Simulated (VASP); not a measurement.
# Ti (P6/mmm) in VASP: a series of runs, part 2 of 2

VASP 6.6.1. Earlier steps stand in the parts before.

## (3) Single point, PBEsol

This run uses another cell than the first one, of 18.26 Å³/atom, 1.019 times its volume.

Contents of INCAR:

```
SYSTEM = Ti
ALGO = Normal
EDIFF = 1E-7
ENCUT = 520
GGA = PS
ISIF = 2
ISMEAR = 0
LASPH = .True.
LCHARG = .False.
LREAL = .False.
LWAVE = .False.
NBANDS = 25
NELM = 80
PREC = Accurate
SIGMA = 0.15
```

Contents of KPOINTS:

```
k-points
0
Gamma
  7 7 10
  0 0 0
```

Contents of POSCAR:

```
Ti
1.0
    4.6902189831      0.0000000000      0.0000000000
   -2.3451094916      4.0618489341      0.0000000000
    0.0000000000      0.0000000000      2.8753081592
Ti
3
Direct
    0.0000000000      0.0000000000      0.0000000000
    0.3333333333      0.6666666667      0.5000000000
    0.6666666667      0.3333333333      0.5000000000
```

Potentials or basis: VASP PAW PBE potentials, release 64 (Ti_sv).

Launch:

```console
$ cat potpaw_PBE.64/Ti_sv/POTCAR > POTCAR
$ mpirun -np 1 vasp_std > vasp.out
```

OUTCAR:

```text
SYSTEM = Ti
   EDIFF = 1E-7
   ENCUT = 520
   GGA = PS
   ISIF = 2
   ISMEAR = 0
   LASPH = .True.
   LREAL = .False.
   NELM = 80
   PREC = Accurate

 ion  position               nearest neighbor table
   1  0.000  0.000  0.000-
   2  0.333  0.667  0.500-   3 2.71   3 2.71   3 2.71
   3  0.667  0.333  0.500-   2 2.71   2 2.71   2 2.71

  LATTYP: Found a hexagonal cell.
 ALAT       =     4.6902189831
 C/A-ratio  =     0.6130434783

  Lattice vectors:

 A1 = (   4.6902189831,   0.0000000000,   0.0000000000)
 A2 = (  -2.3451094916,   4.0618489341,   0.0000000000)
 A3 = (   0.0000000000,   0.0000000000,   2.8753081592)

Analysis of symmetry for initial positions (statically):
=====================================================================
 Subroutine PRICEL returns:
 Original cell was already a primitive cell.

 Routine SETGRP: Setting up the symmetry group for a
 hexagonal supercell.

 Subroutine GETGRP returns: Found 24 space group operations
 (whereof 24 operations were pure point group operations)
 out of a pool of 24 trial point group operations.

The static configuration has the point symmetry D_6h.

Analysis of symmetry for dynamics (positions and initial velocities):
=====================================================================
 Subroutine PRICEL returns:
 Original cell was already a primitive cell.

 Routine SETGRP: Setting up the symmetry group for a
 hexagonal supercell.

 Subroutine GETGRP returns: Found 24 space group operations
 (whereof 24 operations were pure point group operations)
 out of a pool of 24 trial point group operations.

The dynamic configuration has the point symmetry D_6h.

 Subroutine INISYM returns: Found 24 space group operations
 (whereof 24 operations are pure point group operations),
 and found     1 'primitive' translations

----------------------------------------------------------------------------------------

                                     Primitive cell

  volume of cell :      54.7774

  direct lattice vectors                    reciprocal lattice vectors
     4.690218983  0.000000000  0.000000000     0.213209661  0.123096651  0.000000000
    -2.345109492  4.061848934  0.000000000     0.000000000  0.246193302  0.000000000
     0.000000000  0.000000000  2.875308159     0.000000000  0.000000000  0.347788809

  length of vectors
     4.690218983  4.690219109  2.875308159     0.246193308  0.246193302  0.347788809

  position of ions in fractional coordinates (direct lattice)
     0.000000000  0.000000000  0.000000000
     0.333333333  0.666666667  0.500000000
     0.666666667  0.333333333  0.500000000

  ion indices of the primitive-cell ions
   primitive index   ion index
                 1           1
                 2           2
                 3           3

----------------------------------------------------------------------------------------

 KPOINTS: k-points

Automatic generation of k-mesh.
 Grid dimensions read from file:
 generate k-points for:    7    7   10

 Generating k-lattice:

  Cartesian coordinates                     Fractional coordinates (reciprocal lattice)
     0.030458523  0.017585236  0.000000000     0.142857143 -0.000000000  0.000000000
     0.000000000  0.035170472  0.000000000     0.000000000  0.142857143  0.000000000
     0.000000000  0.000000000  0.034778881     0.000000000  0.000000000  0.100000000

  Length of vectors
     0.035170473  0.035170472  0.034778881

  Shift w.r.t. Gamma in fractional coordinates (k-lattice)
     0.000000000  0.000000000  0.000000000

 Subroutine IBZKPT returns following result:
 ===========================================

 Found     48 irreducible k-points:

 Following reciprocal coordinates:
            Coordinates               Weight
  0.000000  0.000000  0.000000      1.000000
  0.142857  0.000000  0.000000      6.000000
  0.285714 -0.000000  0.000000      6.000000
  0.428571 -0.000000  0.000000      6.000000
  0.142857  0.142857  0.000000      6.000000
  0.285714  0.142857  0.000000     12.000000
[... 16 lines left out ...]
  0.428571  0.142857  0.200000     12.000000
  0.285714  0.285714  0.200000     12.000000
 [... further k-points ...]
   k-points           NKPTS =     48   k-points in BZ     NKDIM =     48   number of bands    NBANDS=     25
   number of dos      NEDOS =    301   number of ions     NIONS =      3
   total plane-waves  NPLWV =  31104
   dimension x,y,z NGX =    36 NGY =   36 NGZ =   24
   dimension x,y,z NGXF=    72 NGYF=   72 NGZF=   48
   ions per type =               3
   NGX,Y,Z   is equivalent  to a cutoff of  12.76, 12.76, 13.88 a.u.
   NGXF,Y,Z  is equivalent  to a cutoff of  25.52, 25.52, 27.75 a.u.
 SYSTEM =  Ti
   PREC   = accura    normal or accurate (medium, high low for compatibility)
   ISTART =      0    job   : 0-new  1-cont  2-samecut
   ICHARG =      2    charge: 1-file 2-atom 10-const
   ISPIN  =      1    spin polarized calculation?
   LNONCOLLINEAR =      F non collinear calculations
   LSORBIT =      F    spin-orbit coupling
   LASPH  =      T    aspherical Exc in radial PAW
   ENCUT  =  520.0 eV  38.22 Ry    6.18 a.u.   8.72  8.72  5.35*2*pi/ulx,y,z
   NELM   =     80;   NELMIN=  2; NELMDL= -5     # of ELM steps
   EDIFF  = 0.1E-06   stopping-criterion for ELM
   LREAL  =      F    real-space projection
   EDIFFG = 0.1E-05   stopping-criterion for IOM
   NSW    =      0    number of steps for IOM
   IBRION =     -1    ionic relax: 0-MD 1-quasi-New 2-CG
   NFREE  =      0    steps in history (QN), initial steepest desc. (CG)
   ISIF   =      2    stress and relaxation
   ISYM   =      2    0-nonsym 1-usesym 2-fastsym
   POTIM  = 0.5000    time-step for ionic-motion
   TEBEG  =    0.0;   TEEND  =   0.0 temperature during run
   PSTRESS=    0.0 pullay stress
   NELECT =      36.0000    total number of electrons
   NUPDOWN=      -1.0000    fix difference up-down
   EMIN   =  10.00;   EMAX   =-10.00  energy-range for DOS
   EFERMI =   0.00;   METHOD = LEGACY
   ISMEAR =     0;   SIGMA  =   0.15  broadening in eV -4-tet -1-fermi 0-gaus
   EFERMI_NEDOS =   21; number of points for ismear=-14 and -15
   IALGO  =     38    algorithm
   IMIX   =      4    mixing-type and parameters
     AMIX     =   0.40;   BMIX     =  1.00
     AMIX_MAG =   1.60;   BMIX_MAG =  1.00
  volume/ion in A,a.u.               =      18.26       123.22
  Fermi-wavevector in a.u.,A,eV,Ry     =   1.423340  2.689722 27.563988  2.025896
  Thomas-Fermi vector in A             =   2.543948
   LORBIT       =      0    0 simple, 1 ext, 2 COOP (PROOUT), +10 PAW based schemes
   GGA     = PS    functional components
   LHFCALC =     F    Hartree Fock is set to
   AEXX    =    0.0000 exact exchange contribution
   IVDW    =     0    specifies the selected vdW correction
   LEPSILON=     F    determine dielectric tensor
   LRPA    =     F    only Hartree local field effects (RPA)
 non-spin polarized calculation
 Gauss-broadening in eV      SIGMA  =   0.15
  energy-cutoff  :      520.00
  volume of cell :       54.78
 maximum number of plane-waves:      1529
 NGX is ok and might be reduce to    36
   NGX = 17   NGY = 17   NGZ = 11

 number of electron      36.0000014 magnetization

 Free energy of the ion-electron system (eV)
  ---------------------------------------------------
  ext. energy  EPLUGINS =         0.00000000
  ---------------------------------------------------
  free energy    TOTEN  =       -24.88384968 eV

  energy without entropy =      -24.85175604  energy(sigma->0) =      -24.86780286

 E-fermi :   7.5647     XC(G=0): -11.3973

 val. band max:        7.5573507491   @ k =   0.2857   0.1429   0.0000
 cond. band min:       7.5846024838   @ k =   0.4286   0.1429   0.3000
 fundamental gap:      0.0272517347
 Fermi energy:         7.5647144280

 k-point     1 :       0.0000    0.0000    0.0000
  band No.  band energies     occupation
      1     -49.1892      2.00000
      2     -48.9295      2.00000
      3     -48.7997      2.00000
      4     -25.5848      2.00000
      5     -25.5848      2.00000
      6     -25.4386      2.00000
[... 17 lines left out ...]
     24       9.3260      0.00000
     25       9.4148      0.00000

 k-point     2 :       0.1429    0.0000    0.0000
  band No.  band energies     occupation
      1     -49.1877      2.00000
      2     -48.9250      2.00000
      3     -48.8058      2.00000
      4     -25.6139      2.00000
      5     -25.6026      2.00000
      6     -25.4095      2.00000
[... 608 lines left out ...]
 k-point    24 :       0.2857    0.2857    0.2000
  band No.  band energies     occupation
      1     -49.1656      2.00000
      2     -48.8657      2.00000
      3     -48.8405      2.00000
      4     -25.5859      2.00000
      5     -25.5855      2.00000
      6     -25.4954      2.00000
[... 17 lines left out ...]
     24       9.8857      0.00000
     25       9.9684      0.00000

 [... further k-points ...]
[... 5 lines left out ...]
  --------------------------------------------------------------------------------------
  -------------------------------------------------------------------------------------
  Total       -3.7133952     -3.7133954     -3.2183516      0.0000000      0.0000000     -0.0000000
  in kB     -108.6126644   -108.6126722    -94.1331929      0.0000000      0.0000000     -0.0000000
  external PRESSURE =    -103.7861765 kB  Pullay stress =       0.0000000 kB

 VOLUME and BASIS-vectors are now :
 -----------------------------------------------------------------------------
  energy-cutoff  :      520.00
  volume of cell :       54.78
      direct lattice vectors                 reciprocal lattice vectors
     4.690218983  0.000000000  0.000000000     0.213209661  0.123096651  0.000000000
    -2.345109492  4.061848934  0.000000000     0.000000000  0.246193302  0.000000000
     0.000000000  0.000000000  2.875308159     0.000000000  0.000000000  0.347788809

 POSITION                                       TOTAL-FORCE (eV/Angst)
 -----------------------------------------------------------------------------------
      0.00000      0.00000      0.00000        -0.000000      0.000000      0.000000
     -0.00000      2.70790      1.43765         0.000000     -0.000000     -0.000000
      2.34511      1.35395      1.43765        -0.000000      0.000000      0.000000
 -----------------------------------------------------------------------------------
    total drift:                                0.000000      0.000000     -0.000000

  FREE ENERGIE OF THE ION-ELECTRON SYSTEM (eV)
  ---------------------------------------------------
  free  energy   TOTEN  =       -24.8838496805 eV

  energy  without entropy=      -24.8517560364  energy(sigma->0) =      -24.86780286
```

stdout:

```text
POSCAR found type information on POSCAR Ti
 POSCAR found :  1 types and       3 ions
 scaLAPACK will be used
 -----------------------------------------------------------------------------
|                                                                             |
|                                                                             |
|     You enforced a specific xc type in the INCAR file but a different       |
|     I HOPE YOU KNOW WHAT YOU ARE DOING!                                     |
|                                                                             |
 -----------------------------------------------------------------------------

 LDA part: xc-table for (Slater+PW92), standard interpolation
 POSCAR, INCAR and KPOINTS ok, starting setup
 FFT: planning ... GRIDC
 FFT: planning ... GRID_SOFT
 FFT: planning ... GRID
 WAVECAR not read
 entering main loop
```

It took 72 s on 1 thread of Intel Xeon 6975P-C (Granite Rapids), shared host; peak memory 0.2 GiB.

What came out:

| Item | Value |
| --- | --- |
| Free energy | -24.8838 eV |
| Pressure | -10.4 GPa |
| Band gap on the k mesh | zero (band 18 reaches 7.72 eV, above the bottom of band 19 at 7.48 eV) |

Levels at points of the mesh, in eV from the Fermi level:
| k point | band 14 | band 15 | band 16 | band 17 | band 18 | band 19 | band 20 | band 21 | band 22 | band 23 |
| --- | --- | --- | --- | --- | --- | --- | --- | --- | --- | --- |
| (0.00, 0.00, 0.00) | -1.76 | -0.69 | -0.69 | -0.58 | -0.58 | -0.08 | 0.60 | 1.22 | 1.22 | 1.76 |
| (0.00, 0.00, 0.50) | -1.86 | -1.86 | -1.67 | -1.45 | -1.45 | 0.99 | 0.99 | 1.17 | 1.17 | 2.72 |

Caveat: the PAW data sets were made with another functional, which shifts forces and pressure a little.
